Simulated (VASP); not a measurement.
# Sn3Se (Fm-3m) in VASP: notebook

Aim: see how the results for Sn3Se move with the level of theory and the settings. Levels: LDA, r2SCAN. Tasks: single point.

Program: VASP 6.6.1. These are calculated values, not measurements. Logs are shortened: lines on timing, memory, paths and dates and some standing lists are left out, and cuts for length are marked.

## (1) The cell of the first run

Symmetry: Fm-3m, No. 225, cubic system. Conventional cell: a = 7.466 Å, b = 7.466 Å, c = 7.466 Å, α = 90.00°, β = 90.00°, γ = 90.00°. Sn (site symmetry m-3m) has 8 Sn at 3.23 Å and 6 Se at 3.73 Å within 4.3 Å. Within 4.3 Å of Sn (site symmetry -43m) lie 10 Sn at 3.23 to 3.73 Å and 4 Se at 3.23 Å. Se (site symmetry m-3m) has 14 Sn at 3.23 to 3.73 Å within 4.3 Å.

## (2) Single point, LDA

Contents of INCAR:

```
  PREC = Accurate
  ENCUT = 520
  EDIFF = 1E-7
  ISMEAR = -1
  SIGMA = 0.05
  LREAL = F
  LASPH = T
  NELM = 80
  ALGO = Normal
  ISIF = 2
  LWAVE = F
  LCHARG = T
  GGA = CA
  LELF = T
  LVHAR = T
  NBANDS = 32
```

Contents of KPOINTS:

```
regular mesh
0
Gamma
  6 6 6
```

Contents of POSCAR:

```
Sn3Se
1.0
    0.0000000000      3.7331380000      3.7331380000
    3.7331380000      0.0000000000      3.7331380000
    3.7331380000      3.7331380000      0.0000000000
Sn Se
3 1
Direct
    0.5000000000      0.5000000000      0.5000000000
    0.7500000000      0.7500000000      0.7500000000
    0.2500000000      0.2500000000      0.2500000000
    0.0000000000      0.0000000000      0.0000000000
```

Potentials or basis: VASP PAW LDA potentials, release 64 (Sn_d, Se).

On the command line:

```console
$ cat potpaw_LDA.64/Sn_d/POTCAR potpaw_LDA.64/Se/POTCAR > POTCAR
$ mpirun -np 1 vasp_std > vasp.out
```

OUTCAR:

```text
PREC = Accurate
   ENCUT = 520
   EDIFF = 1E-7
   ISMEAR = -1
   LREAL = F
   LASPH = T
   NELM = 80
   ISIF = 2
   GGA = CA

 ion  position               nearest neighbor table
   1  0.500  0.500  0.500-   3 3.23   3 3.23   3 3.23   2 3.23   2 3.23   2 3.23   3 3.23   2 3.23

   2  0.750  0.750  0.750-   1 3.23   1 3.23   1 3.23   4 3.23   4 3.23   4 3.23   4 3.23   1 3.23
                             3 3.73   3 3.73   3 3.73   3 3.73   3 3.73   3 3.73
   3  0.250  0.250  0.250-   4 3.23   4 3.23   4 3.23   1 3.23   1 3.23   1 3.23   4 3.23   1 3.23
                             2 3.73   2 3.73   2 3.73   2 3.73   2 3.73   2 3.73
   4  0.000  0.000  0.000-   2 3.23   2 3.23   2 3.23   3 3.23   3 3.23   3 3.23   3 3.23   2 3.23

  LATTYP: Found a face centered cubic cell.
 ALAT       =     7.4662760000

  Lattice vectors:

 A1 = (   0.0000000000,   3.7331380000,   3.7331380000)
 A2 = (   3.7331380000,   0.0000000000,   3.7331380000)
 A3 = (   3.7331380000,   3.7331380000,   0.0000000000)

Analysis of symmetry for initial positions (statically):
=====================================================================
 Subroutine PRICEL returns:
 Original cell was already a primitive cell.

 Routine SETGRP: Setting up the symmetry group for a
 face centered cubic supercell.

 Subroutine GETGRP returns: Found 48 space group operations
 (whereof 48 operations were pure point group operations)
 out of a pool of 48 trial point group operations.

The static configuration has the point symmetry O_h .

Analysis of symmetry for dynamics (positions and initial velocities):
=====================================================================
 Subroutine PRICEL returns:
 Original cell was already a primitive cell.

 Routine SETGRP: Setting up the symmetry group for a
 face centered cubic supercell.

 Subroutine GETGRP returns: Found 48 space group operations
 (whereof 48 operations were pure point group operations)
 out of a pool of 48 trial point group operations.

The dynamic configuration has the point symmetry O_h .

 Subroutine INISYM returns: Found 48 space group operations
 (whereof 48 operations are pure point group operations),
 and found     1 'primitive' translations

----------------------------------------------------------------------------------------

                                     Primitive cell

  volume of cell :     104.0524

[... 81 lines left out ...]
   ENCUT  =  520.0 eV  38.22 Ry    6.18 a.u.   9.82  9.82  9.82*2*pi/ulx,y,z
   NELM   =     80;   NELMIN=  2; NELMDL= -5     # of ELM steps
   EDIFF  = 0.1E-06   stopping-criterion for ELM
   LREAL  =      F    real-space projection
   EDIFFG = 0.1E-05   stopping-criterion for IOM
   NSW    =      0    number of steps for IOM
   IBRION =     -1    ionic relax: 0-MD 1-quasi-New 2-CG
   NFREE  =      0    steps in history (QN), initial steepest desc. (CG)
   ISIF   =      2    stress and relaxation
   ISYM   =      2    0-nonsym 1-usesym 2-fastsym
   POTIM  = 0.5000    time-step for ionic-motion
   TEBEG  =    0.0;   TEEND  =   0.0 temperature during run
   PSTRESS=    0.0 pullay stress
   NELECT =      48.0000    total number of electrons
   NUPDOWN=      -1.0000    fix difference up-down
   EMIN   =  10.00;   EMAX   =-10.00  energy-range for DOS
   EFERMI =   0.00;   METHOD = LEGACY
   ISMEAR =    -1;   SIGMA  =   0.05  broadening in eV -4-tet -1-fermi 0-gaus
   EFERMI_NEDOS =   21; number of points for ismear=-14 and -15
   IALGO  =     38    algorithm
   IMIX   =      4    mixing-type and parameters
     AMIX     =   0.40;   BMIX     =  1.00
     AMIX_MAG =   1.60;   BMIX_MAG =  1.00
  volume/ion in A,a.u.               =      26.01       175.55
  Fermi-wavevector in a.u.,A,eV,Ry     =   1.264944  2.390397 21.770445  1.600083
  Thomas-Fermi vector in A             =   2.398223
   LORBIT       =      0    0 simple, 1 ext, 2 COOP (PROOUT), +10 PAW based schemes
   GGA     = CA    functional components
   LHFCALC =     F    Hartree Fock is set to
   AEXX    =    0.0000 exact exchange contribution
   IVDW    =     0    specifies the selected vdW correction
   LEPSILON=     F    determine dielectric tensor
   LRPA    =     F    only Hartree local field effects (RPA)
 non-spin polarized calculation
  energy-cutoff  :      520.00
  volume of cell :      104.05
 maximum number of plane-waves:      2822
   NGX = 19   NGY = 19   NGZ = 19

 number of electron      48.0000028 magnetization

 Free energy of the ion-electron system (eV)
  ---------------------------------------------------
  ext. energy  EPLUGINS =         0.00000000
  ---------------------------------------------------
  free energy    TOTEN  =       -17.47373674 eV

  energy without entropy =      -17.44090901  energy(sigma->0) =      -17.45732288

 E-fermi :   6.9962     XC(G=0): -10.5281

 val. band max:        6.9782062684   @ k =   0.1667   0.1667   0.0000
 cond. band min:       7.0096938429   @ k =  -0.3333   0.3333   0.1667
 fundamental gap:      0.0314875745
 Fermi energy:         6.9961770621

 k-point     1 :       0.0000    0.0000    0.0000
  band No.  band energies     occupation
      1     -14.4978      2.00000
      2     -14.4978      2.00000
      3     -14.4667      2.00000
      4     -14.4667      2.00000
      5     -14.4667      2.00000
      6     -14.4534      2.00000
[... 549 lines left out ...]
     31      11.8801      0.00000
     32      14.3551      0.00000

------------------------ aborting loop because EDIFF is reached ----------------------------------------

  FORCE on cell =-STRESS in cart. coord.  units (eV):
  Direction    XX          YY          ZZ          XY          YZ          ZX
  --------------------------------------------------------------------------------------
  -------------------------------------------------------------------------------------
  Total       -2.9008546     -2.9008546     -2.9008546      0.0000000     -0.0000000      0.0000000
  in kB      -44.6667557    -44.6667557    -44.6667557      0.0000000     -0.0000000      0.0000000
  external PRESSURE =     -44.6667557 kB  Pullay stress =       0.0000000 kB

 VOLUME and BASIS-vectors are now :
 -----------------------------------------------------------------------------
  energy-cutoff  :      520.00
  volume of cell :      104.05
      direct lattice vectors                 reciprocal lattice vectors
     0.000000000  3.733138000  3.733138000    -0.133935579  0.133935579  0.133935579
     3.733138000  0.000000000  3.733138000     0.133935579 -0.133935579  0.133935579
     3.733138000  3.733138000  0.000000000     0.133935579  0.133935579 -0.133935579

 POSITION                                       TOTAL-FORCE (eV/Angst)
 -----------------------------------------------------------------------------------
      3.73314      3.73314      3.73314        -0.000000     -0.000000     -0.000000
      5.59971      5.59971      5.59971         0.000000      0.000000      0.000000
      1.86657      1.86657      1.86657         0.000000     -0.000000     -0.000000
      0.00000      0.00000      0.00000        -0.000000     -0.000000     -0.000000
 -----------------------------------------------------------------------------------
    total drift:                               -0.000000     -0.000000      0.000000

  FREE ENERGIE OF THE ION-ELECTRON SYSTEM (eV)
  ---------------------------------------------------
  free  energy   TOTEN  =       -17.4737367441 eV

  energy  without entropy=      -17.4409090081  energy(sigma->0) =      -17.45732288
```

OSZICAR:

```text
N       E                     dE             d eps       ncg     rms          rms(c)
DAV:   1     0.451508148027E+03    0.45151E+03   -0.23849E+04  1048   0.220E+03
DAV:   2     0.432896999889E+02   -0.40822E+03   -0.39440E+03  1024   0.559E+02
DAV:   3    -0.149393314545E+02   -0.58229E+02   -0.56484E+02  1248   0.177E+02
DAV:   4    -0.176027653109E+02   -0.26634E+01   -0.26501E+01  1112   0.403E+01
DAV:   5    -0.176864839531E+02   -0.83719E-01   -0.83706E-01  1376   0.755E+00    0.354E+00
DAV:   6    -0.174864163994E+02    0.20007E+00   -0.34493E-01  1352   0.789E+00    0.211E+00
DAV:   7    -0.174786151590E+02    0.78012E-02   -0.11159E-01  1200   0.255E+00    0.107E+00
DAV:   8    -0.174742822415E+02    0.43329E-02   -0.17197E-02  1144   0.829E-01    0.189E-01
DAV:   9    -0.174737620376E+02    0.52020E-03   -0.12893E-03  1256   0.257E-01    0.595E-02
DAV:  10    -0.174737344765E+02    0.27561E-04   -0.27760E-04  1192   0.173E-01    0.223E-02
DAV:  11    -0.174737364012E+02   -0.19247E-05   -0.39215E-05  1320   0.851E-02    0.915E-03
DAV:  12    -0.174737368163E+02   -0.41511E-06   -0.37979E-06  1456   0.132E-02    0.251E-03
DAV:  13    -0.174737367441E+02    0.72253E-07   -0.28273E-07   968   0.126E-02
   1 F= -.17473737E+02 E0= -.17457323E+02  d E =-.328277E-01
```

stdout:

```text
POSCAR found type information on POSCAR SnSe
 POSCAR found :  2 types and       4 ions
 scaLAPACK will be used
 LDA part: xc-table for (Slater(with rela. corr.)+CA(PZ))
 , standard interpolation
 POSCAR, INCAR and KPOINTS ok, starting setup
 FFT: planning ... GRIDC
 FFT: planning ... GRID_SOFT
 FFT: planning ... GRID
 WAVECAR not read
 entering main loop
```

Wall time 35 s (1 thread of Intel Xeon Platinum 8488C (Sapphire Rapids), shared host); peak memory 0.22 GiB.

What came out:

- Free energy: -17.4737 eV
- Pressure: -4.5 GPa
- Band gap on the k mesh: zero (band 24 reaches 7.63 eV, above the bottom of band 25 at 5.71 eV)

Caveat: spin-orbit coupling is left out, which moves the levels of the heavy elements.

## (3) Single point, LDA (volume scaled by 1.02)

Contents of INCAR:

```
ALGO = Normal
EDIFF = 1E-6
ENCUT = 520
GGA = CA
ISIF = 2
ISMEAR = -1
LASPH = T
LCHARG = F
LREAL = F
LWAVE = F
NBANDS = 32
NELM = 60
PREC = Accurate
SIGMA = 0.05
```

Contents of KPOINTS:

```
k-points
0
Gamma
  6 6 6
```

Contents of POSCAR:

```
Sn3Se
1.0
    0.0000000000      3.7578614887      3.7578614887
    3.7578614887      0.0000000000      3.7578614887
    3.7578614887      3.7578614887      0.0000000000
Sn Se
3 1
Direct
    0.5000000000      0.5000000000      0.5000000000
    0.7500000000      0.7500000000      0.7500000000
    0.2500000000      0.2500000000      0.2500000000
    0.0000000000      0.0000000000      0.0000000000
```

Potentials or basis: VASP PAW LDA potentials, release 64 (Sn_d, Se).

On the command line:

```console
$ cat potpaw_LDA.64/Sn_d/POTCAR potpaw_LDA.64/Se/POTCAR > POTCAR
$ mpirun -np 1 vasp_std > vasp.out
```

It took 29 s on 1 thread of Intel Xeon Platinum 8488C (Sapphire Rapids), shared host; peak memory 0.21 GiB.

It converged, with:

- Free energy: -17.4114 eV
- Pressure: -5.2 GPa
- Band gap on the k mesh: zero (band 24 reaches 7.38 eV, above the bottom of band 25 at 5.53 eV)

Levels at points of the mesh, in eV from the Fermi level:
```csv
k point,band 22,band 23,band 24,band 25,band 26,band 27
"(0.00, 0.00, 0.00)",-2.75,-1.23,-1.23,-1.23,-0.52,-0.52
"(0.50, 0.00, 0.00)",-2.07,-2.07,-0.90,0.27,2.07,2.07
"(0.50, 0.50, 0.00)",-0.37,0.46,0.46,0.89,2.67,2.67
```

Caveat: the cell differs from its parent crystal (volume scaled by 1.02); spin-orbit coupling is left out, which moves the levels of the heavy elements.

## (4) Single point, LDA (volume scaled by 1.04)

Contents of INCAR:

```
SYSTEM = Sn3Se
ALGO = Normal
EDIFF = 1E-6
ENCUT = 520
GGA = CA
ISIF = 2
ISMEAR = -1
LASPH = .True.
LCHARG = .False.
LREAL = .False.
LWAVE = .False.
NBANDS = 32
NELM = 100
PREC = Accurate
SIGMA = 0.05
```

Contents of KPOINTS:

```
k-points
0
Gamma
  6 6 6
  0 0 0
```

Contents of POSCAR:

```
Sn3Se
1.0
    0.0000000000      3.7822638705      3.7822638705
    3.7822638705      0.0000000000      3.7822638705
    3.7822638705      3.7822638705      0.0000000000
Sn Se
3 1
Direct
    0.5000000000      0.5000000000      0.5000000000
    0.7500000000      0.7500000000      0.7500000000
    0.2500000000      0.2500000000      0.2500000000
    0.0000000000      0.0000000000      0.0000000000
```

On the command line:

```console
$ cat potpaw_LDA.64/Sn_d/POTCAR potpaw_LDA.64/Se/POTCAR > POTCAR
$ mpirun -np 1 vasp_std > vasp.out
```

Wall time 28 s (1 thread of Intel Xeon Platinum 8488C (Sapphire Rapids), shared host); peak memory 0.21 GiB.

The run converged. Its results:

```
Free energy            : -17.3397 eV
Pressure               : -5.9 GPa
Band gap on the k mesh : zero (band 24 reaches 7.14 eV, above the bottom of band 25 at 5.36 eV)
```

Levels at points of the mesh, in eV from the Fermi level:
| k point | band 20 | band 21 | band 22 | band 23 | band 24 | band 25 | band 26 | band 27 | band 28 | band 29 |
| --- | --- | --- | --- | --- | --- | --- | --- | --- | --- | --- |
| (0.00, 0.00, 0.00) | -2.69 | -2.69 | -2.69 | -1.18 | -1.18 | -1.18 | -0.49 | -0.49 | -0.49 | 4.22 |
| (0.50, 0.00, 0.00) | -3.17 | -3.17 | -2.00 | -2.00 | -0.91 | 0.24 | 2.05 | 2.05 | 3.46 | 3.46 |
| (0.50, 0.50, 0.00) | -4.55 | -4.55 | -0.40 | 0.45 | 0.45 | 0.84 | 2.64 | 2.64 | 3.03 | 3.87 |

Caveat: the cell differs from its parent crystal (volume scaled by 1.04); spin-orbit coupling is left out, which moves the levels of the heavy elements.

## (5) Single point, LDA

Contents of INCAR:

```
SYSTEM = Sn3Se
  PREC = Accurate
  ENCUT = 520
  EDIFF = 1E-6
  ISMEAR = -1
  SIGMA = 0.05
  LREAL = .False.
  LASPH = .True.
  NELM = 80
  ALGO = Normal
  ISIF = 2
  LWAVE = .False.
  LCHARG = .True.
  GGA = CA
  LELF = .True.
  LVHAR = .True.
  NBANDS = 32
```

Contents of KPOINTS:

```
Automatic mesh
0
Gamma
  6 6 6
  0 0 0
```

Contents of POSCAR:

```
Sn3Se
1.0
    0.0000000000      3.8063553727      3.8063553727
    3.8063553727      0.0000000000      3.8063553727
    3.8063553727      3.8063553727      0.0000000000
Sn Se
3 1
Direct
    0.5000000000      0.5000000000      0.5000000000
    0.7500000000      0.7500000000      0.7500000000
    0.2500000000      0.2500000000      0.2500000000
    0.0000000000      0.0000000000      0.0000000000
```

On the command line:

```console
$ cat potpaw_LDA.64/Sn_d/POTCAR potpaw_LDA.64/Se/POTCAR > POTCAR
$ mpirun -np 1 vasp_std > vasp.out
```

Run time: 24 s. Hardware: 1 thread of Intel Xeon Platinum 8488C (Sapphire Rapids), shared host; peak memory 0.21 GiB.

Results (log left out):

```yaml
Free_energy: -17.2600 eV
Pressure: -6.5 GPa
Band_gap_on_the_k_mesh: zero (band 24 reaches 6.92 eV, above the bottom of band 25 at 5.19 eV)
```

Levels at points of the mesh, in eV from the Fermi level:
```
           k point  band 20  band 21  band 22  band 23  band 24  band 25  band 26  band 27  band 28  band 29
(0.00, 0.00, 0.00)    -2.62    -2.62    -2.62    -1.13    -1.13    -1.13    -0.47    -0.47    -0.47     4.24
(0.50, 0.00, 0.00)    -3.09    -3.09    -1.94    -1.94    -0.93     0.21     2.02     2.02     3.44     3.44
(0.50, 0.50, 0.00)    -4.45    -4.45    -0.42     0.44     0.44     0.79     2.61     2.61     2.95     3.80
```

Caveat: spin-orbit coupling is left out, which moves the levels of the heavy elements.

## (6) Single point, r2SCAN

This run uses another cell than the first one, of 27.57 Å³/atom, 1.060 times its volume.

POSCAR is that of step 5.

Contents of INCAR.step1:

```
  PREC = Accurate
  ENCUT = 520
  ISMEAR = -1
  SIGMA = 0.05
  LREAL = False
  LASPH = True
  NELM = 100
  NBANDS = 32
  GGA = PE
  ALGO = Normal
  EDIFF = 1E-4
  LWAVE = True
  LCHARG = False
```

Contents of INCAR.step2:

```
  PREC = Accurate
  ENCUT = 520
  EDIFF = 1E-6
  ISMEAR = -1
  SIGMA = 0.05
  LREAL = False
  LASPH = True
  NELM = 100
  ALGO = Normal
  ISIF = 2
  LWAVE = False
  LCHARG = True
  METAGGA = R2SCAN
  LMIXTAU = True
  LELF = True
  LVHAR = True
  NBANDS = 32
  ISTART = 1
```

Contents of KPOINTS:

```
Automatic mesh
0
Gamma
  6 6 6
```

Potentials or basis: VASP PAW PBE potentials, release 64 (Sn_d, Se).

On the command line:

```console
$ cat potpaw_PBE.64/Sn_d/POTCAR potpaw_PBE.64/Se/POTCAR > POTCAR
$ cp INCAR.step1 INCAR
$ mpirun -np 1 vasp_std > vasp.out
$ cp INCAR.step2 INCAR
$ mpirun -np 1 vasp_std > vasp.out
```

It took 2.4 min on 1 thread of AMD EPYC 9R14 (Zen 4), shared host; peak memory 0.24 GiB.

The run converged. Its results:

| Property | Result |
| --- | --- |
| Free energy | -87.7481 eV |
| Pressure | -3.8 GPa |
| Band gap on the k mesh | zero (band 24 reaches 6.99 eV, above the bottom of band 25 at 5.32 eV) |

Levels at points of the mesh, in eV from the Fermi level:
| k point | band 21 | band 22 | band 23 | band 24 | band 25 | band 26 | band 27 | band 28 |
| --- | --- | --- | --- | --- | --- | --- | --- | --- |
| (0.00, 0.00, 0.00) | -2.77 | -2.77 | -1.12 | -1.12 | -1.12 | -0.57 | -0.57 | -0.57 |
| (0.50, 0.00, 0.00) | -3.25 | -2.05 | -2.05 | -0.95 | 0.35 | 2.13 | 2.13 | 3.74 |
| (0.50, 0.50, 0.00) | -4.66 | -0.43 | 0.38 | 0.38 | 1.12 | 2.75 | 2.75 | 3.23 |

Caveat: the PAW data sets were made with another functional, which shifts forces and pressure a little; spin-orbit coupling is left out, which moves the levels of the heavy elements.

## (7) The runs side by side

```tsv
level	potentials or basis	cell	gap on the mesh (eV)	pressure (GPa)
LDA	VASP PAW LDA potentials, release 64 (Sn_d, Se)	a = 5.279 Å, angles 60.0°, 4 atoms	none	-4.5
LDA	VASP PAW LDA potentials, release 64 (Sn_d, Se)	a = 5.314 Å, angles 60.0°, 4 atoms	none	-5.2
LDA	VASP PAW LDA potentials, release 64 (Sn_d, Se)	a = 5.349 Å, angles 60.0°, 4 atoms	none	-5.9
LDA	VASP PAW LDA potentials, release 64 (Sn_d, Se)	a = 5.383 Å, angles 60.0°, 4 atoms	none	-6.5
r2SCAN	VASP PAW PBE potentials, release 64 (Sn_d, Se)	a = 5.383 Å, angles 60.0°, 4 atoms	none	-3.8
```

Alike in all rows: task single point; no spin polarisation; k mesh 6 × 6 × 6; cutoff (eV) 520; smearing fermi-dirac 0.05 eV.

Caveats: spin-orbit coupling is left out, which moves the levels of the heavy elements; the PAW data sets were made with another functional, which shifts forces and pressure a little (some runs).

Absolute energies hang on the potentials; compare differences alone.
